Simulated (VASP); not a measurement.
Input of a VASP 6.6.1 run:

The input INCAR:

```
SYSTEM = SiC
PREC = Accurate
ENCUT = 520
EDIFF = 1E-6
ISMEAR = 0
SIGMA = 0.05
LREAL = .FALSE.
LASPH = .TRUE.
NELM = 100
ALGO = Normal
ISIF = 2
LWAVE = .FALSE.
LCHARG = .FALSE.
GGA = CA
IBRION = 2
NSW = 50
EDIFFG = -0.01
```

KPOINTS

```
regular mesh
0
G
  12 12 6
  0 0 0
```

File POSCAR:

```
SiC
1.0
    3.1777645075      0.0000000000      0.0000000000
   -1.5888822538      2.7520247907      0.0000000000
    0.0000000000      0.0000000000      5.0106990754
Si C
2 2
Direct
    0.3333333333      0.6666666667      0.0046041256
    0.6666666667      0.3333333333      0.5046041256
    0.3333333333      0.6666666667      0.3803958744
    0.6666666667      0.3333333333      0.8803958744
```

Potentials or basis: VASP PAW LDA potentials, release 64 (Si, C).

Launch:

```bash
$ cat potpaw_LDA.64/Si/POTCAR potpaw_LDA.64/C/POTCAR > POTCAR
$ mpirun -np 1 vasp_std > vasp.out
```

Task: Predict the band gap on the k mesh.

Result: 2.16 eV (least direct gap 3.42 eV).

Task: What does it give for the energy gained by relaxing?

Result: 1.5 meV/atom.

Step by step:
| step | energy change (eV) | largest force (eV/Å) | pressure (GPa) |
| --- | --- | --- | --- |
| 1 | 0.0000 | 0.3222 | -14.55 |
| 2 | -0.0033 | 0.2050 | -14.91 |
| 3 | -0.0059 | 0.0000 | -14.79 |

A k mesh can miss the band edges. LDA gaps usually lie below the measured ones, often by a third to a half.
